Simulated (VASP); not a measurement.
# SiO2 (Pnnm) in VASP: a series of runs

SiO2 is run at these levels: PBE; tasks: single point.

Program: VASP 6.6.1. These are calculated values, not measurements. Logs are shortened: lines on timing, memory, paths and dates and some standing lists are left out, and cuts for length are marked.

## (1) The cell of the first run

It takes space group Pnnm (No. 58, orthorhombic). Conventional cell: a = 3.939 Å, b = 4.236 Å, c = 2.690 Å, α = 90.00°, β = 90.00°, γ = 90.00°. Si (site symmetry 2/m) has 6 O at 1.76 to 1.77 Å within 2.3 Å. O (site symmetry m) has 3 Si at 1.76 to 1.77 Å and 1 O at 2.26 Å within 2.3 Å.

## (2) Single point, PBE (atoms displaced along a vibrational mode, the cell strained)

INCAR

```
PREC     = Accurate       # precision mode
ENCUT    = 520            # plane-wave cutoff, eV
EDIFF    = 1E-6           # SCF threshold, eV
ISMEAR   = 0              # smearing method
SIGMA    = 0.05           # smearing width, eV
LREAL    = F              # projectors in reciprocal space
LASPH    = T              # aspherical terms in the spheres
NELM     = 60             # most SCF steps
ALGO     = Normal         # electronic algorithm
ISIF     = 2              # what is computed and relaxed
LWAVE    = F              # write WAVECAR
LCHARG   = F              # write CHGCAR
GGA      = PE             # functional
NBANDS   = 25             # bands
```

KPOINTS

```
Automatic mesh
0
Gamma
  6 6 8
```

POSCAR

```
SiO2
1.0
    4.2358788266      0.0000000000      0.0000000000
    0.0000000000      3.9393673087      0.0000000000
    0.0000000000      0.0000000000      2.6897743046
Si O
2 4
Direct
    0.5000000000      0.5000000000      0.5000000000
    0.0000000000      0.0000000000      0.0000000000
    0.7116424844      0.6743831010      0.0000000000
    0.2116424844      0.8256168990      0.5000000000
    0.2883575156      0.3256168990      0.0000000000
    0.7883575156      0.1743831010      0.5000000000
```

Potentials or basis: VASP PAW PBE potentials, release 64 (Si, O).

Command:

```console
$ cat potpaw_PBE.64/Si/POTCAR potpaw_PBE.64/O/POTCAR > POTCAR
$ mpirun -np 1 vasp_std > vasp.out
```

OUTCAR:

```text
PREC = Accurate
   ENCUT = 520
   EDIFF = 1E-6
   ISMEAR = 0
   LREAL = F
   LASPH = T
   NELM = 60
   ISIF = 2
   GGA = PE

 ion  position               nearest neighbor table
   1  0.500  0.500  0.500-   3 1.76   5 1.76   3 1.76   5 1.76   4 1.77   6 1.77
   2  0.000  0.000  0.000-   4 1.76   6 1.76   4 1.76   6 1.76   5 1.77   3 1.77
   3  0.712  0.674  0.000-   1 1.76   1 1.76   2 1.77
   4  0.212  0.826  0.500-   2 1.76   2 1.76   1 1.77
   5  0.288  0.326  0.000-   1 1.76   1 1.76   2 1.77
   6  0.788  0.174  0.500-   2 1.76   2 1.76   1 1.77

  LATTYP: Found a simple orthorhombic cell.
 ALAT       =     2.6897743046
 B/A-ratio  =     1.4645716936
 C/A-ratio  =     1.5748082727

  Lattice vectors:

 A1 = (   0.0000000000,   0.0000000000,  -2.6897743046)
 A2 = (   0.0000000000,   3.9393673087,   0.0000000000)
 A3 = (   4.2358788266,   0.0000000000,   0.0000000000)

Analysis of symmetry for initial positions (statically):
=====================================================================
 Subroutine PRICEL returns:
 Original cell was already a primitive cell.

 Routine SETGRP: Setting up the symmetry group for a
 simple orthorhombic supercell.

 Subroutine GETGRP returns: Found  8 space group operations
 (whereof  4 operations were pure point group operations)
 out of a pool of  8 trial point group operations.

The static configuration has the point symmetry C_2h.
 The point group associated with its full space group is D_2h.

Analysis of symmetry for dynamics (positions and initial velocities):
=====================================================================
 Subroutine PRICEL returns:
 Original cell was already a primitive cell.

 Routine SETGRP: Setting up the symmetry group for a
 simple orthorhombic supercell.

 Subroutine GETGRP returns: Found  8 space group operations
 (whereof  4 operations were pure point group operations)
 out of a pool of  8 trial point group operations.

The dynamic configuration has the point symmetry C_2h.
 The point group associated with its full space group is D_2h.

 Subroutine INISYM returns: Found  8 space group operations
 (whereof  4 operations are pure point group operations),
 and found     1 'primitive' translations

----------------------------------------------------------------------------------------

                                     Primitive cell

  volume of cell :      44.8834

  direct lattice vectors                    reciprocal lattice vectors
     4.235878827  0.000000000  0.000000000     0.236078519  0.000000000  0.000000000
     0.000000000  3.939367309  0.000000000     0.000000000  0.253847870  0.000000000
     0.000000000  0.000000000  2.689774305     0.000000000  0.000000000  0.371778405

  length of vectors
     4.235878827  3.939367309  2.689774305     0.236078519  0.253847870  0.371778405

  position of ions in fractional coordinates (direct lattice)
     0.500000000  0.500000000  0.500000000
     0.000000000  0.000000000  0.000000000
     0.711642484  0.674383101  0.000000000
     0.211642484  0.825616899  0.500000000
     0.288357516  0.325616899  0.000000000
     0.788357516  0.174383101  0.500000000

  ion indices of the primitive-cell ions
   primitive index   ion index
                 1           1
                 2           2
                 3           3
                 4           4
                 5           5
                 6           6

----------------------------------------------------------------------------------------

 KPOINTS: Automatic mesh

Automatic generation of k-mesh.
 Grid dimensions read from file:
 generate k-points for:    6    6    8

 Generating k-lattice:

  Cartesian coordinates                     Fractional coordinates (reciprocal lattice)
     0.039346420  0.000000000  0.000000000     0.166666667  0.000000000  0.000000000
     0.000000000  0.042307978  0.000000000     0.000000000  0.166666667  0.000000000
     0.000000000  0.000000000  0.046472301     0.000000000  0.000000000  0.125000000

  Length of vectors
     0.039346420  0.042307978  0.046472301

  Shift w.r.t. Gamma in fractional coordinates (k-lattice)
     0.000000000  0.000000000  0.000000000

 Subroutine IBZKPT returns following result:
 ===========================================

 Found     80 irreducible k-points:

 Following reciprocal coordinates:
            Coordinates               Weight
  0.000000  0.000000  0.000000      1.000000
  0.166667  0.000000  0.000000      2.000000
  0.333333  0.000000  0.000000      2.000000
  0.500000  0.000000  0.000000      1.000000
  0.000000  0.166667  0.000000      2.000000
  0.166667  0.166667  0.000000      4.000000
[... 16 lines left out ...]
  0.333333  0.166667  0.125000      8.000000
  0.500000  0.166667  0.125000      4.000000
 [... further k-points ...]
   k-points           NKPTS =     80   k-points in BZ     NKDIM =     80   number of bands    NBANDS=     25
   number of dos      NEDOS =    301   number of ions     NIONS =      6
   total plane-waves  NPLWV =  19200
   dimension x,y,z NGX =    32 NGY =   30 NGZ =   20
   dimension x,y,z NGXF=    64 NGYF=   60 NGZF=   40
   ions per type =               2   4
   NGX,Y,Z   is equivalent  to a cutoff of  12.56, 12.66, 12.36 a.u.
   NGXF,Y,Z  is equivalent  to a cutoff of  25.12, 25.32, 24.72 a.u.
 SYSTEM =  unknown system
   PREC   = accura    normal or accurate (medium, high low for compatibility)
   ISTART =      0    job   : 0-new  1-cont  2-samecut
   ICHARG =      2    charge: 1-file 2-atom 10-const
   ISPIN  =      1    spin polarized calculation?
   LNONCOLLINEAR =      F non collinear calculations
   LSORBIT =      F    spin-orbit coupling
   LASPH  =      T    aspherical Exc in radial PAW
   ENCUT  =  520.0 eV  38.22 Ry    6.18 a.u.   7.88  7.32  5.00*2*pi/ulx,y,z
   NELM   =     60;   NELMIN=  2; NELMDL= -5     # of ELM steps
   EDIFF  = 0.1E-05   stopping-criterion for ELM
   LREAL  =      F    real-space projection
   EDIFFG = 0.1E-04   stopping-criterion for IOM
   NSW    =      0    number of steps for IOM
   IBRION =     -1    ionic relax: 0-MD 1-quasi-New 2-CG
   NFREE  =      0    steps in history (QN), initial steepest desc. (CG)
   ISIF   =      2    stress and relaxation
   ISYM   =      2    0-nonsym 1-usesym 2-fastsym
   POTIM  = 0.5000    time-step for ionic-motion
   TEBEG  =    0.0;   TEEND  =   0.0 temperature during run
   PSTRESS=    0.0 pullay stress
   NELECT =      32.0000    total number of electrons
   NUPDOWN=      -1.0000    fix difference up-down
   EMIN   =  10.00;   EMAX   =-10.00  energy-range for DOS
   EFERMI =   0.00;   METHOD = LEGACY
   ISMEAR =     0;   SIGMA  =   0.05  broadening in eV -4-tet -1-fermi 0-gaus
   EFERMI_NEDOS =   21; number of points for ismear=-14 and -15
   IALGO  =     38    algorithm
   IMIX   =      4    mixing-type and parameters
     AMIX     =   0.40;   BMIX     =  1.00
     AMIX_MAG =   1.60;   BMIX_MAG =  1.00
  volume/ion in A,a.u.               =       7.48        50.48
  Fermi-wavevector in a.u.,A,eV,Ry     =   1.462501  2.763726 29.101631  2.138910
  Thomas-Fermi vector in A             =   2.578707
   LORBIT       =      0    0 simple, 1 ext, 2 COOP (PROOUT), +10 PAW based schemes
   GGA     = PE    functional components
   LHFCALC =     F    Hartree Fock is set to
   AEXX    =    0.0000 exact exchange contribution
   IVDW    =     0    specifies the selected vdW correction
   LEPSILON=     F    determine dielectric tensor
   LRPA    =     F    only Hartree local field effects (RPA)
 non-spin polarized calculation
 Gauss-broadening in eV      SIGMA  =   0.05
  energy-cutoff  :      520.00
  volume of cell :       44.88
 maximum number of plane-waves:      1230
 NGX is ok and might be reduce to    32
   NGX = 15   NGY = 15   NGZ = 11

 number of electron      31.9999985 magnetization

 Free energy of the ion-electron system (eV)
  ---------------------------------------------------
  ext. energy  EPLUGINS =         0.00000000
  ---------------------------------------------------
  free energy    TOTEN  =       -45.75948018 eV

  energy without entropy =      -45.75948018  energy(sigma->0) =      -45.75948018

 E-fermi :   9.1091     XC(G=0): -12.4859

 val. band max:        8.8608061694   @ k =   0.0000   0.0000   0.0000
 cond. band min:      14.8122187520   @ k =   0.0000   0.0000   0.0000
 fundamental gap:      5.9514125826
 Fermi energy:         9.1091429137

 k-point     1 :       0.0000    0.0000    0.0000
  band No.  band energies     occupation
      1     -14.1060      2.00000
      2     -10.6658      2.00000
      3      -9.8330      2.00000
      4      -9.7288      2.00000
      5      -2.3074      2.00000
      6       1.7794      2.00000
[... 17 lines left out ...]
     24      24.3332      0.00000
     25      24.5326      0.00000

 k-point     2 :       0.1667    0.0000    0.0000
  band No.  band energies     occupation
      1     -13.9619      2.00000
      2     -11.1787      2.00000
      3      -9.6808      2.00000
      4      -9.5851      2.00000
      5      -2.0717      2.00000
      6       1.1748      2.00000
[... 17 lines left out ...]
     24      23.8905      0.00000
     25      24.1285      0.00000

 k-point     3 :       0.3333    0.0000    0.0000
  band No.  band energies     occupation
      1     -13.5400      2.00000
      2     -12.0426      2.00000
      3      -9.5590      2.00000
      4      -9.4057      2.00000
      5      -1.4894      2.00000
      6       0.1831      2.00000
[... 17 lines left out ...]
     24      23.4861      0.00000
     25      23.6623      0.00000

 k-point     4 :       0.5000    0.0000    0.0000
  band No.  band energies     occupation
      1     -12.8760      2.00000
      2     -12.8760      2.00000
      3      -9.4320      2.00000
      4      -9.4320      2.00000
      5      -0.7271      2.00000
      6      -0.7271      2.00000
[... 17 lines left out ...]
     24      22.1885      0.00000
     25      23.4238      0.00000

 k-point     5 :       0.0000    0.1667    0.0000
  band No.  band energies     occupation
      1     -13.9362      2.00000
      2     -10.6361      2.00000
      3     -10.5557      2.00000
      4      -9.3654      2.00000
      5      -2.0992      2.00000
      6       1.9516      2.00000
[... 17 lines left out ...]
     24      23.6838      0.00000
     25      24.3433      0.00000

 k-point     6 :       0.1667    0.1667    0.0000
  band No.  band energies     occupation
      1     -13.7956      2.00000
      2     -11.1721      2.00000
      3     -10.2744      2.00000
      4      -9.3559      2.00000
      5      -1.8358      2.00000
      6       1.3480      2.00000
[... 17 lines left out ...]
     24      23.4177      0.00000
     25      24.0309      0.00000
[... 393 lines left out ...]
 k-point    21 :       0.0000    0.1667    0.1250
  band No.  band energies     occupation
      1     -13.7318      2.00000
      2     -10.5491      2.00000
      3     -10.4395      2.00000
      4      -9.3607      2.00000
      5      -1.9960      2.00000
      6       1.7472      2.00000
[... 17 lines left out ...]
     24      23.2942      0.00000
     25      23.8450      0.00000

 k-point    22 :       0.1667    0.1667    0.1250
  band No.  band energies     occupation
      1     -13.5938      2.00000
      2     -11.0474      2.00000
      3     -10.1849      2.00000
      4      -9.3526      2.00000
      5      -1.7247      2.00000
      6       1.1355      2.00000
[... 17 lines left out ...]
     24      22.8775      0.00000
     25      23.5439      0.00000

 k-point    23 :       0.3333    0.1667    0.1250
  band No.  band energies     occupation
      1     -13.1921      2.00000
      2     -11.8031      2.00000
      3      -9.9308      2.00000
      4      -9.4404      2.00000
      5      -1.0737      2.00000
      6       0.4272      2.00000
[... 17 lines left out ...]
     24      22.2670      0.00000
     25      23.6369      0.00000

 k-point    24 :       0.5000    0.1667    0.1250
  band No.  band energies     occupation
      1     -12.5674      2.00000
      2     -12.5674      2.00000
      3      -9.6608      2.00000
      4      -9.6608      2.00000
      5      -0.3167      2.00000
      6      -0.3167      2.00000
[... 17 lines left out ...]
     24      21.8335      0.00000
     25      23.3535      0.00000

 [... further k-points ...]
[... 5 lines left out ...]
  --------------------------------------------------------------------------------------
  -------------------------------------------------------------------------------------
  Total        2.2228694     12.1623345      4.7185604      0.0000000      0.0000000      0.0000000
  in kB       79.3484941    434.1518754    168.4357410      0.0000000      0.0000000      0.0000000
  external PRESSURE =     227.3120368 kB  Pullay stress =       0.0000000 kB

 VOLUME and BASIS-vectors are now :
 -----------------------------------------------------------------------------
  energy-cutoff  :      520.00
  volume of cell :       44.88
      direct lattice vectors                 reciprocal lattice vectors
     4.235878827  0.000000000  0.000000000     0.236078519  0.000000000  0.000000000
     0.000000000  3.939367309  0.000000000     0.000000000  0.253847870  0.000000000
     0.000000000  0.000000000  2.689774305     0.000000000  0.000000000  0.371778405

 POSITION                                       TOTAL-FORCE (eV/Angst)
 -----------------------------------------------------------------------------------
      2.11794      1.96968      1.34489         0.000000     -0.000000      0.000000
      0.00000      0.00000      0.00000         0.000000     -0.000000      0.000000
      3.01443      2.65664      0.00000        -0.154400      0.566741      0.000000
      0.89649      3.25241      1.34489        -0.154400     -0.566741      0.000000
      1.22145      1.28272      0.00000         0.154400     -0.566741      0.000000
      3.33939      0.68696      1.34489         0.154400      0.566741     -0.000000
 -----------------------------------------------------------------------------------
    total drift:                                0.000000      0.000000     -0.000000

  FREE ENERGIE OF THE ION-ELECTRON SYSTEM (eV)
  ---------------------------------------------------
  free  energy   TOTEN  =       -45.7594801843 eV

  energy  without entropy=      -45.7594801843  energy(sigma->0) =      -45.75948018
```

Wall time 30 s (1 thread of AMD EPYC 9R45 (Zen 5), shared host); peak memory 0.16 GiB.

What came out:

```yaml
Free_energy: -45.7595 eV
Pressure: 22.7 GPa
Largest_force: 0.587 eV/Å
Band_gap_on_the_k_mesh: 5.95 eV
```

Forces in eV/Å, atoms in the order of the input:
```
Si   0.000  0.000  0.000
Si   0.000  0.000  0.000
O   -0.154  0.567  0.000
O   -0.154 -0.567  0.000
O    0.154 -0.567  0.000
O    0.154  0.567  0.000
```

Stress tensor (GPa, compression positive):
```
 7.93  0.00  0.00
 0.00 43.42  0.00
 0.00  0.00 16.84
```

Caveat: the cell differs from its parent crystal (atoms displaced along a vibrational mode, the cell strained); the cell stands under pressure. A k mesh can miss the band edges.

(Part 1 of 2 ends here.)
